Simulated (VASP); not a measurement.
Wanted: the native input for a VASP 6.6.1 run.

```
Task                   : single point
Functional             : LDA
Potentials or basis    : VASP PAW LDA potentials, release 64 (Pb_d, Te)
Cutoff                 : 500 eV
k mesh                 : 6 × 6 × 6
Occupations            : gaussian, width 0.1 eV
Spin                   : no spin polarisation
Dipole correction      : no
Further INCAR settings : ALGO = Normal; EDIFF = 1e-06; NBANDS = 17
```

The structure of TePb lies in POSCAR:

```
TePb
1.0
    0.0000000000      3.2708968100      3.2708968100
    3.2708968100      0.0000000000      3.2708968100
    3.2708968100      3.2708968100      0.0000000000
Pb Te
1 1
Direct
    0.0000000000      0.0000000000      0.0000000000
    0.5000000000      0.5000000000      0.5000000000
```

One way to write it, as run:

INCAR

```
SYSTEM = TePb
  PREC = Accurate
  ENCUT = 500
  EDIFF = 1E-6
  ISMEAR = 0
  SIGMA = 0.1
  LREAL = .FALSE.
  LASPH = .TRUE.
  NELM = 120
  ALGO = Normal
  ISIF = 2
  LWAVE = .FALSE.
  LCHARG = .FALSE.
  GGA = CA
  NBANDS = 17
  GGA_COMPAT = .FALSE.
```

KPOINTS

```
Automatic mesh
0
G
  6 6 6
  0 0 0
```

Potentials or basis: VASP PAW LDA potentials, release 64 (Pb_d, Te).

Launch:

```sh
$ cat potpaw_LDA.64/Pb_d/POTCAR potpaw_LDA.64/Te/POTCAR > POTCAR
$ mpirun -np 1 vasp_std > vasp.out
```

It gave:

```json
{
  "Pressure": "-3.0 GPa",
  "Band gap on the k mesh": "0.71 eV"
}
```

Caveat: the cell stands under tension; spin-orbit coupling is left out, which moves the levels of the heavy elements.

Run time: 16 s on 1 thread of Intel(R) Xeon(R) Platinum 8259CL CPU @ 2.50GHz (Skylake/Cascade Lake), on a shared host, peak memory 0.18 GiB.
